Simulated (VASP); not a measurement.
Write the native input for VASP 6.6.1 that does the following.

- Task: single point
- Functional: LDA
- Potentials or basis: VASP PAW LDA potentials, release 64 (Y_sv, B, Pd)
- Cutoff: 520 eV
- k mesh: 6 × 6 × 6
- Occupations: fermi-dirac, width 0.15 eV
- Spin: no spin polarisation
- Dipole correction: no
- Further INCAR settings: ALGO = Normal; EDIFF = 1e-07; NBANDS = 30

The structure of YBPd3 lies in POSCAR:

```
YBPd3
1.0
    4.3819508953      0.0000000000      0.0000000000
    0.0000000000      4.3819508953      0.0000000000
    0.0000000000      0.0000000000      4.3819508953
Y B Pd
1 1 3
Direct
    0.0000000000      0.0000000000      0.0000000000
    0.5000000000      0.5000000000      0.5000000000
    0.0000000000      0.5000000000      0.5000000000
    0.5000000000      0.5000000000      0.0000000000
    0.5000000000      0.0000000000      0.5000000000
```

One way to write it, as run:

INCAR

```
  PREC = Accurate
  ENCUT = 520
  EDIFF = 1E-7
  ISMEAR = -1
  SIGMA = 0.15
  LREAL = False
  LASPH = True
  NELM = 60
  ALGO = Normal
  ISIF = 2
  LWAVE = False
  LCHARG = True
  LELF = True
  LVHAR = True
  NBANDS = 30
```

KPOINTS

```
regular mesh
0
Gamma
  6 6 6
```

Potentials or basis: VASP PAW LDA potentials, release 64 (Y_sv, B, Pd).

Launch:

```sh
$ cat potpaw_LDA.64/Y_sv/POTCAR potpaw_LDA.64/B/POTCAR potpaw_LDA.64/Pd/POTCAR > POTCAR
$ mpirun -np 1 vasp_std > vasp.out
```

Results of the run:

```yaml
Pressure: -14.7 GPa
Band_gap_on_the_k_mesh: zero (bands 22 and 23 overlap by 1.67 eV)
```

Caveat: the cell stands under tension.

Wall time 81 s on 1 thread of Intel Xeon 8259CL, on a shared host, peak memory 0.21 GiB.
